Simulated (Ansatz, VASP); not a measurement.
## Rh2C: VASP beside Ansatz

```
Rh C
1.0
     1.56702    0.90472    4.19747
    -1.56702    0.90472    4.19747
     0.00000   -1.80944    4.19747
Rh C
2 1
Direct
  0.74776 0.74776 0.74776
  0.25224 0.25224 0.25224
  0.00000 0.00000 0.00000
```

Alike in both runs: functional PBE; k mesh 6 × 6 × 6; occupations gaussian, width 0.1 eV; no spin polarisation.

Ansatz relaxed the structure, and its values are those at the end. VASP's run is a single point on that final structure, the one shown.

```csv
,VASP,Ansatz
version,VASP 6.6.1,Ansatz 0.2.0
potentials or method,"VASP PAW PBE potentials, release 64 (Rh_pv, C), cutoff 520 eV","scalar-relativistic, plane waves, PAW"
valence electrons in the cell,34,38
```

Ansatz gave:

```
gap on the k mesh at the Fermi level (eV) : none
pressure (GPa)                            : 0.1
rms of the force components (eV/Å)        : 0.002
```

What did VASP give for the same quantities?

gap on the k mesh at the Fermi level (eV): none; pressure (GPa): 0.3; rms of the force components (eV/Å): 0.006.

A gap of «none» marks a metal or a gap that the smearing closes. VASP's potentials hold 34 valence electrons a cell and Ansatz's 38, so a difference there can come from the potentials and not from the codes.

The k mesh is coarse, so the values compare programs but aren't converged.
